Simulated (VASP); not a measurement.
Input of a VASP 6.6.1 run:

INCAR

```
  PREC = Accurate
  ENCUT = 520
  EDIFF = 1E-7
  ISMEAR = 0
  SIGMA = 0.05
  LREAL = False
  LASPH = True
  NELM = 60
  ALGO = Normal
  ISIF = 2
  LWAVE = False
  LCHARG = False
  GGA = PE
  NBANDS = 10
```

The input KPOINTS:

```
Automatic mesh
0
Gamma
  14 14 14
```

POSCAR

```
Na
1.0
   -2.1150000000      2.1150000000      2.1150000000
    2.1150000000     -2.1150000000      2.1150000000
    2.1150000000      2.1150000000     -2.1150000000
Na
1
Direct
    0.0000000000      0.0000000000      0.0000000000
```

Potentials or basis: VASP PAW PBE potentials, release 64 (Na_pv).

Launch:

```sh
$ cat potpaw_PBE.64/Na_pv/POTCAR > POTCAR
$ mpirun -np 1 vasp_std > vasp.out
```

Q: Estimate the pressure.

A: -0.2 GPa.

Q: Predict the band gap on the k mesh.

A: Zero (an odd number of electrons rules out a gap without spin polarisation).
